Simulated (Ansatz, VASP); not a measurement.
## Two plane-wave programs on Al2Au

The input INCAR:

```
SYSTEM = Al2Au
PREC = Accurate
ENCUT = 520
EDIFF = 1E-7
ISMEAR = 0
SIGMA = 0.1
LREAL = .FALSE.
LASPH = .TRUE.
NELM = 60
ALGO = Normal
ISIF = 2
LWAVE = .FALSE.
LCHARG = .FALSE.
GGA = PS
NBANDS = 16
```

KPOINTS

```
Automatic mesh
0
G
  6 6 6
  0 0 0
```

Contents of POSCAR:

```
Al2Au
1.0
    0.0000000000      3.0023346600      3.0023346600
    3.0023346600      0.0000000000      3.0023346600
    3.0023346600      3.0023346600      0.0000000000
Al Au
2 1
Direct
    0.2500000000      0.2500000000      0.2500000000
    0.7500000000      0.7500000000      0.7500000000
    0.0000000000      0.0000000000      0.0000000000
```

Input for Ansatz:

```yaml
crystal:
  lattice:
    - [0.0, 3.00233466, 3.00233466]
    - [3.00233466, 0.0, 3.00233466]
    - [3.00233466, 3.00233466, 0.0]
  atoms:
    - { symbol: Al, position: [0.25, 0.25, 0.25] }
    - { symbol: Al, position: [0.75, 0.75, 0.75] }
    - { symbol: Au, position: [0.0, 0.0, 0.0] }
basis:
  ecutwfc: 420
kpoints:
  mp_grid: { grid: [6, 6, 6] }
hamiltonian:
  xc: pbesol
  pseudopotentials: { kind: paw, azcp: { folder: soft_1 } }
scf:
  occupations: { method: gaussian, width: 0.1 }
output:
  forces: true
  stress: true
  eigenvalues: true
```

Alike in both runs: task single point; functional PBEsol; k mesh 6 × 6 × 6; occupations gaussian, width 0.1 eV; no spin polarisation.

```csv
,VASP,Ansatz
version,VASP 6.6.1,Ansatz 0.2.0
potentials or method,"VASP PAW PBE potentials, release 64 (Al, Au), cutoff 520 eV","scalar-relativistic, plane waves, PAW"
valence electrons in the cell,17,25
```

VASP gave:

| Property | Result |
| --- | --- |
| gap on the k mesh at the Fermi level (eV) | none |
| pressure (GPa) | -0.2 |

Task: Estimate Ansatz's values.

Result: gap on the k mesh at the Fermi level (eV): none; pressure (GPa): -0.1.

VASP's potentials were made for PBE, not for PBEsol, and Ansatz warns of the same on its side. A gap of «none» marks a metal or a gap that the smearing closes. The functional is the same, so the differences come from potentials, cutoffs and numerics. VASP's potentials hold 17 valence electrons a cell and Ansatz's 25, so a difference there can come from the potentials and not from the codes.

Neither program's run includes spin-orbit coupling.
